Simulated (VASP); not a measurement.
Write the native input for VASP 6.6.1 that does the following.

```
Task                   : relaxation of cell and atoms
Functional             : PBE
Potentials or basis    : VASP PAW PBE potentials, release 64 (Cu, O)
Cutoff                 : 600 eV
k mesh                 : 9 × 9 × 9
Occupations            : fermi-dirac, width 0.05 eV
Spin                   : no spin polarisation
Target pressure        : 2 GPa
Dipole correction      : no
Further INCAR settings : ALGO = Normal; EDIFF = 1e-06; IBRION = 2; EDIFFG = -0.01; NSW = 60; ISIF = 3
```

The structure of Cu3O2 lies in POSCAR:

```
Cu3O2
1.0
   -2.0229820000      2.0229820000      3.6736170000
    2.0229820000     -2.0229820000      3.6736170000
    2.0229820000      2.0229820000     -3.6736170000
Cu O
3 2
Direct
    0.0000000000      0.0000000000      0.0000000000
    0.7500000000      0.2500000000      0.5000000000
    0.2500000000      0.7500000000      0.5000000000
    0.5000000000      0.0000000000      0.5000000000
    0.0000000000      0.5000000000      0.5000000000
```

One way to write it, as run:

INCAR

```
SYSTEM = Cu3O2
PREC = Accurate ; ENCUT = 600
EDIFF = 1E-6 ; ISMEAR = -1
SIGMA = 0.05 ; LREAL = .FALSE.
LASPH = .TRUE. ; NELM = 100
ALGO = Normal ; ISIF = 3
LWAVE = .FALSE. ; LCHARG = .FALSE.
GGA = PE ; IBRION = 2
NSW = 60 ; EDIFFG = -0.01
PSTRESS = 20.0
```

KPOINTS

```
regular mesh
0
G
  9 9 9
  0 0 0
```

Potentials or basis: VASP PAW PBE potentials, release 64 (Cu, O).

Run with:

```sh
$ cat potpaw_PBE.64/Cu/POTCAR potpaw_PBE.64/O/POTCAR > POTCAR
$ mpirun -np 1 vasp_std > vasp.out
```

It gave:

* Relaxed volume: 11.95 Å³/atom
* Relaxed cell: a = 4.653 Å, b = 4.653 Å, c = 4.653 Å, α = 128.66°, β = 128.66°, γ = 75.55°
* Space group after relaxing (to 0.1 Å): I4/mmm (No. 139)
* Energy change on relaxing (the run minimises the enthalpy): +0.7 meV/atom
* Ionic steps: 5
* Pressure after relaxing: 1.9 GPa
* Band gap on the k mesh: zero (an odd number of electrons rules out a gap without spin polarisation)

Caveat: the cell is relaxed towards a set pressure, so the run minimises the enthalpy, not the energy; an odd number of electrons without spin polarisation forces a metal; a magnetic or distorted state may lie lower.

It took 15 min on 1 thread of AMD EPYC 7R43 64-Core Processor (Zen 3), on a shared host, peak memory 0.27 GiB.
